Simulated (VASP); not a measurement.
# Sb: single point with PBE

Crystal: Sb.

```
Sb
1.0
     0.00000    3.48997    3.48997
     3.48997    0.00000    3.48997
     3.48997    3.48997    0.00000
Sb
2
Direct
  0.87500 0.87500 0.87500
  0.12500 0.12500 0.12500
```

This isn't the form of Sb at room conditions, which is rhombohedral.

```json
{
 "Program": "VASP 6.6.1",
 "Task": "single point",
 "Functional": "PBE",
 "Potentials or basis": "VASP PAW PBE potentials, release 64 (Sb)",
 "Cutoff": "520 eV",
 "k mesh": "10 × 10 × 10",
 "Occupations": "fermi-dirac, width 0.08 eV",
 "Spin": "no spin polarisation",
 "Dipole correction": "no",
 "Further INCAR settings": "ALGO = Normal; EDIFF = 1e-06; NBANDS = 12"
}
```

```
Pressure               : 0.1 GPa
Band gap on the k mesh : zero (bands 5 and 6 overlap by 1.05 eV)
```

Levels at points of the mesh, in eV from the Fermi level:
| k point | band 2 | band 3 | band 4 | band 5 | band 6 | band 7 | band 8 | band 9 |
| --- | --- | --- | --- | --- | --- | --- | --- | --- |
| (0.00, 0.00, 0.00) | -5.33 | -1.73 | -1.73 | -1.73 | 0.56 | 0.56 | 0.56 | 3.99 |
| (0.50, 0.00, 0.00) | -8.01 | -2.49 | -2.49 | -2.19 | 1.60 | 1.60 | 4.01 | 5.64 |
| (0.50, 0.50, 0.00) | -9.26 | -3.33 | -3.33 | -0.42 | -0.42 | 4.19 | 4.19 | 6.17 |

Wall time 68 s on 1 thread of AMD EPYC 7R13, on a shared host, peak memory 0.21 GiB.

Caveat: spin-orbit coupling is left out, which moves the levels of the heavy elements.
